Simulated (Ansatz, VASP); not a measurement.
One calculation of Ni, two programs

```
Ni
1.0
     2.48744    0.00000    0.00000
    -1.24372    2.15419    0.00000
     0.00000    0.00000    8.14433
Ni
4
Direct
  0.00000 0.00000 0.00000
  0.00000 0.00000 0.50000
  0.33333 0.66667 0.25000
  0.66667 0.33333 0.75000
```

Alike in both runs: functional PBE; k mesh 14 × 14 × 4; occupations fermi-dirac, width 0.05 eV; collinear spin.

Ansatz relaxed the structure, and its values are those at the end. VASP's run is a single point on that final structure, the one shown.

|  | VASP | Ansatz |
| --- | --- | --- |
| version | VASP 6.6.1 | Ansatz 0.2.0 |
| potentials or method | VASP PAW PBE potentials, release 64 (Ni), cutoff 520 eV | plane waves (420 eV) with PAW, scalar-relativistic |
| valence electrons in the cell | 40 | 72 |

VASP gave:

* pressure (GPa): -0.1
* net moment per atom (μB): 0.62
* size of the moment on the site where the two differ most (μB): 0.62

Task: Which values does Ansatz return?

Result: Pressure (GPa): 0.0; net moment per atom (μB): 0.64; size of the moment on the site where the two differ most (μB): 0.68.

Site moments also hang on the region over which each program counts them. VASP's potentials hold 40 valence electrons a cell and Ansatz's 72, so a difference there can come from the potentials and not from the codes.
